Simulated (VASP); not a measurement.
# ZnS (I-4m2) in VASP: a series of runs

The runs below take ZnS through single point, with r2SCAN.

Everything below comes from runs of VASP 6.6.1. Logs are shortened: lines on timing, memory, paths and dates and some standing lists are left out, and cuts for length are marked.

## (1) The cell of the first run

Symmetry: I-4m2, No. 119, tetragonal system. Conventional cell: a = 3.882 Å, b = 3.882 Å, c = 5.247 Å, α = 90.00°, β = 90.00°, γ = 90.00°. Zn (site symmetry -4m2) has 4 S at 2.34 Å within 3.1 Å. S (site symmetry -4m2) has 4 Zn at 2.34 Å within 3.1 Å.

## (2) Single point, r2SCAN (strain +0.015 along x and y, -0.030 along z)

Contents of POSCAR:

```
ZnS
1.0
    0.0000000000      2.7452197500      2.6235105000
    2.7452197500      0.0000000000      2.6235105000
    2.7452197500      2.7452197500      0.0000000000
Zn S
1 1
Direct
    0.0000000000      0.0000000000      0.0000000000
    0.7500000000      0.7500000000      0.7500000000
```

Contents of INCAR.step1:

```
PREC     = Accurate       # precision mode
ENCUT    = 520            # plane-wave cutoff, eV
ISMEAR   = 0              # smearing method
SIGMA    = 0.05           # smearing width, eV
LREAL    = F              # projectors in reciprocal space
LASPH    = T              # aspherical terms in the spheres
NELM     = 80             # most SCF steps
NBANDS   = 16             # bands
GGA      = PE             # functional
ALGO     = Normal         # electronic algorithm
EDIFF    = 1E-4           # SCF threshold, eV
LWAVE    = T              # write WAVECAR
LCHARG   = F              # write CHGCAR
```

Contents of INCAR.step2:

```
PREC     = Accurate       # precision mode
ENCUT    = 520            # plane-wave cutoff, eV
EDIFF    = 1E-6           # SCF threshold, eV
ISMEAR   = 0              # smearing method
SIGMA    = 0.05           # smearing width, eV
LREAL    = F              # projectors in reciprocal space
LASPH    = T              # aspherical terms in the spheres
NELM     = 80             # most SCF steps
ALGO     = Normal         # electronic algorithm
ISIF     = 2              # what is computed and relaxed
LWAVE    = F              # write WAVECAR
LCHARG   = F              # write CHGCAR
METAGGA  = R2SCAN         # meta-GGA
LMIXTAU  = T            
NBANDS   = 16             # bands
ISTART   = 1
```

Contents of KPOINTS:

```
regular mesh
0
Gamma
  8 8 8
```

Potentials or basis: VASP PAW PBE potentials, release 64 (Zn, S).

On the command line:

```
$ cat potpaw_PBE.64/Zn/POTCAR potpaw_PBE.64/S/POTCAR > POTCAR
$ cp INCAR.step1 INCAR
$ mpirun -np 1 vasp_std > vasp.out
$ cp INCAR.step2 INCAR
$ mpirun -np 1 vasp_std > vasp.out
```

OUTCAR:

```text
PREC = Accurate
   ENCUT = 520
   EDIFF = 1E-6
   ISMEAR = 0
   LREAL = F
   LASPH = T
   NELM = 80
   ISIF = 2
   METAGGA = R2SCAN
   ISTART = 1

 ion  position               nearest neighbor table
   1  0.000  0.000  0.000-   2 2.34   2 2.34   2 2.34   2 2.34
   2  0.750  0.750  0.750-   1 2.34   1 2.34   1 2.34   1 2.34

  LATTYP: Found a body centered tetragonal cell.
 ALAT       =     3.8823270021
 C/A-ratio  =     1.3515144389

  Lattice vectors:

 A1 = (   0.0000000000,  -2.7452197500,  -2.6235105000)
 A2 = (   0.0000000000,   2.7452197500,  -2.6235105000)
 A3 = (   2.7452197500,   0.0000000000,   2.6235105000)

Analysis of symmetry for initial positions (statically):
=====================================================================
 Subroutine PRICEL returns:
 Original cell was already a primitive cell.

 Routine SETGRP: Setting up the symmetry group for a
 body centered tetragonal supercell.

 Subroutine GETGRP returns: Found  8 space group operations
 (whereof  8 operations were pure point group operations)
 out of a pool of 16 trial point group operations.

The static configuration has the point symmetry D_2d.

Analysis of symmetry for dynamics (positions and initial velocities):
=====================================================================
 Subroutine PRICEL returns:
 Original cell was already a primitive cell.

 Routine SETGRP: Setting up the symmetry group for a
 body centered tetragonal supercell.

 Subroutine GETGRP returns: Found  8 space group operations
 (whereof  8 operations were pure point group operations)
 out of a pool of 16 trial point group operations.

The dynamic configuration has the point symmetry D_2d.

 Subroutine INISYM returns: Found  8 space group operations
 (whereof  8 operations are pure point group operations),
 and found     1 'primitive' translations

----------------------------------------------------------------------------------------

                                     Primitive cell

  volume of cell :      39.5428

  direct lattice vectors                    reciprocal lattice vectors
     0.000000000  2.745219750  2.623510500    -0.182134782  0.182134782  0.190584333
     2.745219750  0.000000000  2.623510500     0.182134782 -0.182134782  0.190584333
     2.745219750  2.745219750  0.000000000     0.182134782  0.182134782 -0.190584333

  length of vectors
     3.797240948  3.797240948  3.882327002     0.320419328  0.320419328  0.320419328

  position of ions in fractional coordinates (direct lattice)
     0.000000000  0.000000000  0.000000000
     0.750000000  0.750000000  0.750000000

  ion indices of the primitive-cell ions
   primitive index   ion index
                 1           1
                 2           2

----------------------------------------------------------------------------------------

 KPOINTS: regular mesh

Automatic generation of k-mesh.
 Grid dimensions read from file:
 generate k-points for:    8    8    8

 Generating k-lattice:

  Cartesian coordinates                     Fractional coordinates (reciprocal lattice)
    -0.022766848  0.022766848  0.023823042     0.125000000  0.000000000  0.000000000
     0.022766848 -0.022766848  0.023823042     0.000000000  0.125000000  0.000000000
     0.022766848  0.022766848 -0.023823042    -0.000000000 -0.000000000  0.125000000

  Length of vectors
     0.040052416  0.040052416  0.040052416

  Shift w.r.t. Gamma in fractional coordinates (k-lattice)
     0.000000000  0.000000000  0.000000000

 Subroutine IBZKPT returns following result:
 ===========================================

 Found     59 irreducible k-points:

 Following reciprocal coordinates:
            Coordinates               Weight
  0.000000  0.000000  0.000000      1.000000
  0.125000  0.000000  0.000000      8.000000
  0.250000  0.000000  0.000000      8.000000
  0.375000  0.000000  0.000000      8.000000
  0.500000  0.000000  0.000000      4.000000
  0.125000  0.125000  0.000000      2.000000
[... 16 lines left out ...]
  0.250000  0.000000  0.125000     16.000000
  0.375000 -0.000000  0.125000     16.000000
 [... further k-points ...]
   k-points           NKPTS =     59   k-points in BZ     NKDIM =     59   number of bands    NBANDS=     16
   number of dos      NEDOS =    301   number of ions     NIONS =      2
   total plane-waves  NPLWV =  23520
   dimension x,y,z NGX =    28 NGY =   28 NGZ =   30
   dimension x,y,z NGXF=    56 NGYF=   56 NGZF=   60
   ions per type =               1   1
   NGX,Y,Z   is equivalent  to a cutoff of  12.26, 12.26, 12.85 a.u.
   NGXF,Y,Z  is equivalent  to a cutoff of  24.52, 24.52, 25.69 a.u.
 SYSTEM =  unknown system
   PREC   = accura    normal or accurate (medium, high low for compatibility)
   ISTART =      1    job   : 0-new  1-cont  2-samecut
   ICHARG =      0    charge: 1-file 2-atom 10-const
   ISPIN  =      1    spin polarized calculation?
   LNONCOLLINEAR =      F non collinear calculations
   LSORBIT =      F    spin-orbit coupling
   LASPH  =      T    aspherical Exc in radial PAW
   ENCUT  =  520.0 eV  38.22 Ry    6.18 a.u.   7.06  7.06  7.22*2*pi/ulx,y,z
   NELM   =     80;   NELMIN=  2; NELMDL=  0     # of ELM steps
   EDIFF  = 0.1E-05   stopping-criterion for ELM
   LREAL  =      F    real-space projection
   EDIFFG = 0.1E-04   stopping-criterion for IOM
   NSW    =      0    number of steps for IOM
   IBRION =     -1    ionic relax: 0-MD 1-quasi-New 2-CG
   NFREE  =      0    steps in history (QN), initial steepest desc. (CG)
   ISIF   =      2    stress and relaxation
   ISYM   =      2    0-nonsym 1-usesym 2-fastsym
   POTIM  = 0.5000    time-step for ionic-motion
   TEBEG  =    0.0;   TEEND  =   0.0 temperature during run
   PSTRESS=    0.0 pullay stress
   NELECT =      18.0000    total number of electrons
   NUPDOWN=      -1.0000    fix difference up-down
   EMIN   =  10.00;   EMAX   =-10.00  energy-range for DOS
   EFERMI =   0.00;   METHOD = LEGACY
   ISMEAR =     0;   SIGMA  =   0.05  broadening in eV -4-tet -1-fermi 0-gaus
   EFERMI_NEDOS =   21; number of points for ismear=-14 and -15
   IALGO  =     38    algorithm
   IMIX   =      4    mixing-type and parameters
     AMIX     =   0.40;   BMIX     =  1.00
     AMIX_MAG =   1.60;   BMIX_MAG =  1.00
  volume/ion in A,a.u.               =      19.77       133.42
  Fermi-wavevector in a.u.,A,eV,Ry     =   1.259341  2.379809 21.578018  1.585940
  Thomas-Fermi vector in A             =   2.392906
   LORBIT       =      0    0 simple, 1 ext, 2 COOP (PROOUT), +10 PAW based schemes
   METAGGA = R2SCAN    functional components
   LHFCALC =     F    Hartree Fock is set to
   AEXX    =    0.0000 exact exchange contribution
   IVDW    =     0    specifies the selected vdW correction
   LEPSILON=     F    determine dielectric tensor
   LRPA    =     F    only Hartree local field effects (RPA)
 non-spin polarized calculation
 Gauss-broadening in eV      SIGMA  =   0.05
  energy-cutoff  :      520.00
  volume of cell :       39.54
 maximum number of plane-waves:      1087
   NGX = 15   NGY = 15   NGZ = 15

 number of electron      18.0000015 magnetization

 Free energy of the ion-electron system (eV)
  ---------------------------------------------------
  ext. energy  EPLUGINS =         0.00000000
  ---------------------------------------------------
  free energy    TOTEN  =       -18.85866504 eV

  energy without entropy =      -18.85866504  energy(sigma->0) =      -18.85866504

 E-fermi :   2.1125     XC(G=0): -10.2738

 val. band max:        1.9058538420   @ k =   0.0000   0.0000   0.0000
 cond. band min:       4.4659089854   @ k =   0.0000   0.0000   0.0000
 fundamental gap:      2.5600551435
 Fermi energy:         2.1125014178

 k-point     1 :       0.0000    0.0000    0.0000
  band No.  band energies     occupation
      1     -11.8448      2.00000
      2      -4.6861      2.00000
      3      -4.6858      2.00000
      4      -4.6610      2.00000
      5      -4.1444      2.00000
      6      -4.1329      2.00000
[... 8 lines left out ...]
     15      14.2301      0.00000
     16      14.5367      0.00000

 k-point     2 :       0.1250    0.0000    0.0000
  band No.  band energies     occupation
      1     -11.7257      2.00000
      2      -4.6786      2.00000
      3      -4.6653      2.00000
      4      -4.6417      2.00000
      5      -4.1444      2.00000
      6      -4.1357      2.00000
[... 8 lines left out ...]
     15      13.7141      0.00000
     16      15.1740      0.00000

 k-point     3 :       0.2500    0.0000    0.0000
  band No.  band energies     occupation
      1     -11.4151      2.00000
      2      -4.6266      2.00000
      3      -4.6201      2.00000
      4      -4.5875      2.00000
      5      -4.1366      2.00000
      6      -4.1365      2.00000
[... 8 lines left out ...]
     15      13.3515      0.00000
     16      14.6979      0.00000

 k-point     4 :       0.3750    0.0000    0.0000
  band No.  band energies     occupation
      1     -11.0634      2.00000
      2      -4.5845      2.00000
      3      -4.5528      2.00000
      4      -4.3889      2.00000
      5      -4.1250      2.00000
      6      -4.1143      2.00000
[... 8 lines left out ...]
     15      14.5854      0.00000
     16      14.6191      0.00000
[... 324 lines left out ...]
 k-point    22 :       0.1250    0.0000    0.1250
  band No.  band energies     occupation
      1     -11.6901      2.00000
      2      -4.7015      2.00000
      3      -4.6473      2.00000
      4      -4.6173      2.00000
      5      -4.1585      2.00000
      6      -4.1252      2.00000
[... 8 lines left out ...]
     15      14.3953      0.00000
     16      15.6308      0.00000

 k-point    23 :       0.2500    0.0000    0.1250
  band No.  band energies     occupation
      1     -11.4457      2.00000
      2      -4.6861      2.00000
      3      -4.5982      2.00000
      4      -4.5628      2.00000
      5      -4.1661      2.00000
      6      -4.1164      2.00000
[... 8 lines left out ...]
     15      14.3274      0.00000
     16      16.2536      0.00000

 k-point    24 :       0.3750   -0.0000    0.1250
  band No.  band energies     occupation
      1     -11.1029      2.00000
      2      -4.6056      2.00000
      3      -4.5352      2.00000
      4      -4.4627      2.00000
      5      -4.1438      2.00000
      6      -4.1052      2.00000
[... 8 lines left out ...]
     15      14.9755      0.00000
     16      15.6361      0.00000

 [... further k-points ...]
[... 5 lines left out ...]
  --------------------------------------------------------------------------------------
  -------------------------------------------------------------------------------------
  Total       -0.3649498     -0.3649498      0.0891902      0.0000000      0.0000000      0.0000000
  in kB      -14.7868847    -14.7868847      3.6137723      0.0000000      0.0000000      0.0000000
  external PRESSURE =      -8.6533324 kB  Pullay stress =       0.0000000 kB

 VOLUME and BASIS-vectors are now :
 -----------------------------------------------------------------------------
  energy-cutoff  :      520.00
  volume of cell :       39.54
      direct lattice vectors                 reciprocal lattice vectors
     0.000000000  2.745219750  2.623510500    -0.182134782  0.182134782  0.190584333
     2.745219750  0.000000000  2.623510500     0.182134782 -0.182134782  0.190584333
     2.745219750  2.745219750  0.000000000     0.182134782  0.182134782 -0.190584333

 POSITION                                       TOTAL-FORCE (eV/Angst)
 -----------------------------------------------------------------------------------
      0.00000      0.00000      0.00000        -0.000000     -0.000000     -0.000000
      4.11783      4.11783      3.93527         0.000000      0.000000      0.000000
 -----------------------------------------------------------------------------------
    total drift:                               -0.000408     -0.000408     -0.000066

  FREE ENERGIE OF THE ION-ELECTRON SYSTEM (eV)
  ---------------------------------------------------
  free  energy   TOTEN  =       -18.8586650352 eV

  energy  without entropy=      -18.8586650352  energy(sigma->0) =      -18.85866504
```

It took 3.1 min on 1 thread of AMD EPYC 7R43 (Zen 3), shared host; peak memory 0.15 GiB.

What came out:

| Item | Value |
| --- | --- |
| Free energy | -18.8587 eV |
| Pressure | -0.9 GPa |
| Band gap on the k mesh | 2.56 eV, direct |

Stress tensor (GPa, compression positive):
```
-1.48  0.00  0.00
 0.00 -1.48  0.00
 0.00  0.00  0.36
```

Caveat: the cell differs from its parent crystal (strain +0.015 along x and y, -0.030 along z); the PAW data sets were made with another functional, which shifts forces and pressure a little.

## (3) Single point, r2SCAN (strain +0.030 along x and y, -0.030 along z)

Contents of POSCAR:

```
ZnS
1.0
    0.0000000000      2.7857895000      2.6235105000
    2.7857895000      0.0000000000      2.6235105000
    2.7857895000      2.7857895000      0.0000000000
Zn S
1 1
Direct
    0.0000000000      0.0000000000      0.0000000000
    0.7500000000      0.7500000000      0.7500000000
```

Contents of INCAR.step1:

```
SYSTEM = ZnS
PREC = Accurate
ENCUT = 520
ISMEAR = 0
SIGMA = 0.05
LREAL = .False.
LASPH = .True.
NELM = 100
NBANDS = 16
GGA = PE
ALGO = Normal
EDIFF = 1E-4
LWAVE = .True.
LCHARG = .False.
```

Contents of INCAR.step2:

```
SYSTEM = ZnS
PREC = Accurate
ENCUT = 520
EDIFF = 1E-6
ISMEAR = 0
SIGMA = 0.05
LREAL = .False.
LASPH = .True.
NELM = 100
ALGO = Normal
ISIF = 2
LWAVE = .False.
LCHARG = .True.
METAGGA = R2SCAN
LMIXTAU = .True.
LELF = .True.
LVHAR = .True.
NBANDS = 16
ISTART = 1
```

Contents of KPOINTS:

```
regular mesh
0
Gamma
  8 8 8
  0 0 0
```

Potentials or basis: VASP PAW PBE potentials, release 64 (Zn, S).

On the command line:

```
$ cat potpaw_PBE.64/Zn/POTCAR potpaw_PBE.64/S/POTCAR > POTCAR
$ cp INCAR.step1 INCAR
$ mpirun -np 1 vasp_std > vasp.out
$ cp INCAR.step2 INCAR
$ mpirun -np 1 vasp_std > vasp.out
```

Run time: 3.3 min. Hardware: 1 thread of AMD EPYC 7R43 (Zen 3), shared host; peak memory 0.15 GiB.

Results (log left out):

```
Free energy            : -18.8390 eV
Pressure               : -3.0 GPa
Band gap on the k mesh : 2.39 eV, direct
```

Stress tensor (GPa, compression positive):
```
-3.77  0.00  0.00
 0.00 -3.77  0.00
 0.00  0.00 -1.35
```

Levels at points of the mesh, in eV from the valence-band top:
| k point | band 6 | band 7 | band 8 | band 9 | band 10 | band 11 | band 12 | band 13 |
| --- | --- | --- | --- | --- | --- | --- | --- | --- |
| (0.00, 0.00, 0.00) | -5.99 | -0.19 | -0.19 | 0.00 | 2.39 | 6.82 | 6.83 | 6.83 |
| (0.50, 0.00, 0.00) | -5.81 | -5.28 | -1.12 | -0.81 | 3.58 | 7.04 | 7.62 | 9.19 |
| (0.50, 0.50, 0.00) | -5.73 | -4.36 | -2.48 | -2.48 | 3.49 | 3.96 | 11.84 | 12.39 |
| (0.50, 0.00, 0.50) | -5.82 | -4.71 | -2.23 | -2.11 | 3.79 | 4.57 | 11.13 | 12.14 |

Caveat: the cell differs from its parent crystal (strain +0.030 along x and y, -0.030 along z); the PAW data sets were made with another functional, which shifts forces and pressure a little.

## (4) Single point, r2SCAN (strain +0.030 along x and y, -0.015 along z)

Contents of POSCAR:

```
ZnS
1.0
    0.0000000000      2.7857895000      2.6640802500
    2.7857895000      0.0000000000      2.6640802500
    2.7857895000      2.7857895000      0.0000000000
Zn S
1 1
Direct
    0.0000000000      0.0000000000      0.0000000000
    0.7500000000      0.7500000000      0.7500000000
```

Contents of INCAR.step1:

```
SYSTEM = ZnS
ALGO = Normal
EDIFF = 1E-4
ENCUT = 520
GGA = PE
ISMEAR = 0
LASPH = .TRUE.
LCHARG = .FALSE.
LREAL = .FALSE.
LWAVE = .TRUE.
NBANDS = 16
NELM = 80
PREC = Accurate
SIGMA = 0.05
```

Contents of INCAR.step2:

```
SYSTEM = ZnS
ALGO = Normal
EDIFF = 1E-6
ENCUT = 520
ISIF = 2
ISMEAR = 0
ISTART = 1
LASPH = .TRUE.
LCHARG = .FALSE.
LMIXTAU = .TRUE.
LREAL = .FALSE.
LWAVE = .FALSE.
METAGGA = R2SCAN
NBANDS = 16
NELM = 80
PREC = Accurate
SIGMA = 0.05
```

Contents of KPOINTS:

```
k-points
0
G
  8 8 8
  0 0 0
```

On the command line:

```
$ cat potpaw_PBE.64/Zn/POTCAR potpaw_PBE.64/S/POTCAR > POTCAR
$ cp INCAR.step1 INCAR
$ mpirun -np 1 vasp_std > vasp.out
$ cp INCAR.step2 INCAR
$ mpirun -np 1 vasp_std > vasp.out
```

Run time: 3.7 min. Hardware: 1 thread of AMD EPYC 7R43 (Zen 3), shared host; peak memory 0.16 GiB.

The run converged. Its results:

```
Free energy            : -18.8314 eV
Pressure               : -3.9 GPa
Band gap on the k mesh : 2.36 eV, direct
```

Stress tensor (GPa, compression positive):
```
-4.47  0.00  0.00
 0.00 -4.47  0.00
 0.00  0.00 -2.62
```

Levels at points of the mesh, in eV from the valence-band top:
| k point | band 5 | band 6 | band 7 | band 8 | band 9 | band 10 | band 11 | band 12 | band 13 | band 14 |
| --- | --- | --- | --- | --- | --- | --- | --- | --- | --- | --- |
| (0.00, 0.00, 0.00) | -5.94 | -5.93 | -0.14 | -0.14 | 0.00 | 2.36 | 6.85 | 6.86 | 6.86 | 11.79 |
| (0.50, 0.00, 0.00) | -5.90 | -5.75 | -5.16 | -1.03 | -0.80 | 3.60 | 7.14 | 7.56 | 9.14 | 12.49 |
| (0.50, 0.50, 0.00) | -5.86 | -5.69 | -4.34 | -2.35 | -2.35 | 3.60 | 4.09 | 11.64 | 12.33 | 12.33 |
| (0.50, 0.00, 0.50) | -5.87 | -5.76 | -4.60 | -2.16 | -2.07 | 3.81 | 4.54 | 11.12 | 12.17 | 12.51 |

Caveat: the cell differs from its parent crystal (strain +0.030 along x and y, -0.015 along z); the PAW data sets were made with another functional, which shifts forces and pressure a little.

## (5) Summary

```csv
cell,gap on the mesh (eV),pressure (GPa)
"a = 3.797, b = 3.797, c = 3.882 Å, angles 59.3, 59.3, 61.5°, 2 atoms",2.56,-0.9
"a = 3.827, b = 3.827, c = 3.940 Å, angles 59.0, 59.0, 62.0°, 2 atoms",2.39,-3.0
"a = 3.855, b = 3.855, c = 3.940 Å, angles 59.3, 59.3, 61.5°, 2 atoms",2.36,-3.9
```

Alike in all rows: task single point; level r2SCAN; potentials or basis VASP PAW PBE potentials, release 64 (Zn, S); no spin polarisation; k mesh 8 × 8 × 8; cutoff (eV) 520; smearing gaussian 0.05 eV.

Caveats: the PAW data sets were made with another functional, which shifts forces and pressure a little.

Absolute energies hang on the potentials; compare differences alone.
